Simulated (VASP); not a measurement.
Sb:

```
Sb
1.0
     3.39868    0.00000    0.00000
    -1.69934    2.94334    0.00000
     0.00000    0.00000    5.54214
Sb
2
Cartesian
  1.6993 0.9811 4.1566
  0.0000 1.9622 1.3855
```

This isn't the form of Sb at room conditions, which is rhombohedral.

Base run:

- Program: VASP 6.6.1
- Functional: PBEsol
- Potentials or basis: VASP PAW PBE potentials, release 64 (Sb)
- Cutoff: 520 eV
- k mesh: 9 × 9 × 5
- Occupations: fermi-dirac, width 0.05 eV
- Spin: no spin polarisation

Its results: band gap on the k mesh zero (bands 5 and 6 overlap by 6.58 eV); pressure -3.8 GPa.

Q: The run is repeated on the same cell with these changes: functional from PBEsol to LDA; potentials or basis from VASP PAW PBE potentials, release 64 (Sb) to VASP PAW LDA potentials, release 64 (Sb). What comes out?

A: Band gap on the k mesh zero (bands 5 and 6 overlap by 6.48 eV); pressure -4.8 GPa.

Caveats: the cell stands under tension; spin-orbit coupling is left out, which moves the levels of the heavy elements; the PAW data sets were made with another functional, which shifts forces and pressure a little (at least some runs).
